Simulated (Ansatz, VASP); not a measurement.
## ScAlN2 in VASP and in Ansatz

Contents of INCAR:

```
PREC = Accurate
ENCUT = 520
EDIFF = 1E-7
ISMEAR = 0
SIGMA = 0.1
LREAL = F
LASPH = T
NELM = 150
ALGO = Normal
ISIF = 2
LWAVE = F
LCHARG = T
ISPIN = 2
MAGMOM = 0 0 1 1
LORBIT = 11
LMAXMIX = 4
GGA = PE
LELF = T
LVHAR = T
NBANDS = 24
```

Contents of KPOINTS:

```
Automatic mesh
0
Gamma
  6 6 4
```

File POSCAR:

```
ScAlN2
1.0
    3.7286980906      0.0000000000      0.0000000000
   -1.8643490453      3.2291472695      0.0000000000
    0.0000000000      0.0000000000      6.3099625632
Sc Al N
1 1 2
Direct
    0.0000000000      0.0000000000      0.5000000000
    0.0000000000      0.0000000000      0.0000000000
    0.3333333333      0.6666666667      0.5000000000
    0.6666666667      0.3333333333      0.5000000000
```

Input for Ansatz:

```yaml
crystal:
  lattice:
    - [3.7286980906, 0.0, 0.0]
    - [-1.8643490453, 3.2291472695, 0.0]
    - [0.0, 0.0, 6.3099625632]
  atoms:
    - { symbol: Sc, position: [0.0, 0.0, 0.5] }
    - { symbol: Al, position: [0.0, 0.0, 0.0] }
    - { symbol: "N", position: [0.3333333333, 0.6666666667, 0.5], spin: 1.0 }
    - { symbol: "N", position: [0.6666666667, 0.3333333333, 0.5], spin: 1.0 }
basis:
  ecutwfc: 420
kpoints:
  mp_grid: { grid: [6, 6, 4] }
hamiltonian:
  xc: pbe
scf:
  occupations: { method: gaussian, width: 0.1 }
  lower_state_search: "off"
output:
  forces: true
  stress: true
  eigenvalues: true
  populations: true
magnetization:
  spin_polarized: true
```

Alike in both runs: task single point; functional PBE; k mesh 6 × 6 × 4; occupations gaussian, width 0.1 eV; collinear spin.

|  | VASP | Ansatz |
| --- | --- | --- |
| version | VASP 6.6.1 | Ansatz 0.2.0 |
| potentials or method | VASP PAW PBE potentials, release 64 (Sc_sv, Al, N), cutoff 520 eV | scalar-relativistic, plane waves, PAW |
| valence electrons in the cell | 24 | 24 |

Ansatz gave:

- gap on the k mesh at the Fermi level (eV): none
- pressure (GPa): 0.1
- traceless stress, the component that is largest in VASP (GPa): -0.01
- net moment per atom (μB): 0.06
- size of the moment on the site where the two differ most (μB): 0.08

What did VASP give for the same quantities?

gap on the k mesh at the Fermi level (eV): none; pressure (GPa): 0.4; traceless stress, the component that is largest in VASP (GPa): -0.43; net moment per atom (μB): 0.07; size of the moment on the site where the two differ most (μB): 0.03.

Site moments also hang on the region over which each program counts them. A gap of «none» marks a metal or a gap that the smearing closes.
